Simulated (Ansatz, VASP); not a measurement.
# Two plane-wave programs on Cu

```
Cu
1.0
     0.00000    1.95997    1.55465
     1.95997    0.00000    1.55465
     1.95997    1.95997    0.00000
Cu
1
Direct
  0.00000 0.00000 0.00000
```

Alike in both runs: task single point; functional PBE; k mesh 24 × 24 × 24; occupations gaussian, width 0.15 eV; no spin polarisation.

```csv
,VASP,Ansatz
version,VASP 6.6.1,Ansatz 0.2.0
potentials or method,"VASP PAW PBE potentials, release 64 (Cu), cutoff 520 eV","scalar-relativistic, plane waves, PAW"
valence electrons in the cell,11,19
```

Ansatz gave:

- gap on the k mesh at the Fermi level (eV): none
- pressure (GPa): 0.6
- traceless stress, the component that is largest in VASP (GPa): 1.63

Problem. What did VASP give for the same quantities?

Solution. gap on the k mesh at the Fermi level (eV): none; pressure (GPa): 1.5; traceless stress, the component that is largest in VASP (GPa): 1.63.

A gap of «none» marks a metal or a gap that the smearing closes. The functional is the same, so the differences come from potentials, cutoffs and numerics. VASP's potentials hold 11 valence electrons a cell and Ansatz's 19, so a difference there can come from the potentials and not from the codes.
